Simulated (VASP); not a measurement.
Write the native input for VASP 6.6.1 that does the following.

```
Task                   : single point
Functional             : LDA
Potentials or basis    : VASP PAW LDA potentials, release 64 (Os)
Cutoff                 : 520 eV
k mesh                 : 13 × 13 × 8
Occupations            : fermi-dirac, width 0.03 eV
Spin                   : no spin polarisation
Dipole correction      : no
Further INCAR settings : ALGO = Normal; EDIFF = 1e-06; NBANDS = 15
```

The structure of Os lies in POSCAR:

```
Os
1.0
    2.7175247593      0.0000000000      0.0000000000
   -1.3587623796      2.3534454770      0.0000000000
    0.0000000000      0.0000000000      4.2844606214
Os
2
Direct
    0.3333333333      0.6666666667      0.2500000000
    0.6666666667      0.3333333333      0.7500000000
```

One way to write it, as run:

INCAR

```
PREC     = Accurate       # precision mode
ENCUT    = 520            # plane-wave cutoff, eV
EDIFF    = 1E-6           # SCF threshold, eV
ISMEAR   = -1             # smearing method
SIGMA    = 0.03           # smearing width, eV
LREAL    = False          # projectors in reciprocal space
LASPH    = True           # aspherical terms in the spheres
NELM     = 80             # most SCF steps
ALGO     = Normal         # electronic algorithm
ISIF     = 2              # what is computed and relaxed
LWAVE    = False          # write WAVECAR
LCHARG   = True           # write CHGCAR
GGA      = CA             # functional
LELF     = True           # ELF
LVHAR    = True         
NBANDS   = 15             # bands
```

KPOINTS

```
Automatic mesh
0
Gamma
  13 13 8
```

Potentials or basis: VASP PAW LDA potentials, release 64 (Os).

Command:

```console
$ cat potpaw_LDA.64/Os/POTCAR > POTCAR
$ mpirun -np 1 vasp_std > vasp.out
```

It gave:

The pressure is 0.9 GPa. The band gap on the k mesh is zero (band 8 reaches 11.84 eV, above the bottom of band 9 at 7.90 eV).

Caveat: spin-orbit coupling is left out, which moves the levels of the heavy elements.

Run time: 20 s on 1 thread of Intel Xeon 6975P-C (shared host), peak memory 0.16 GiB.
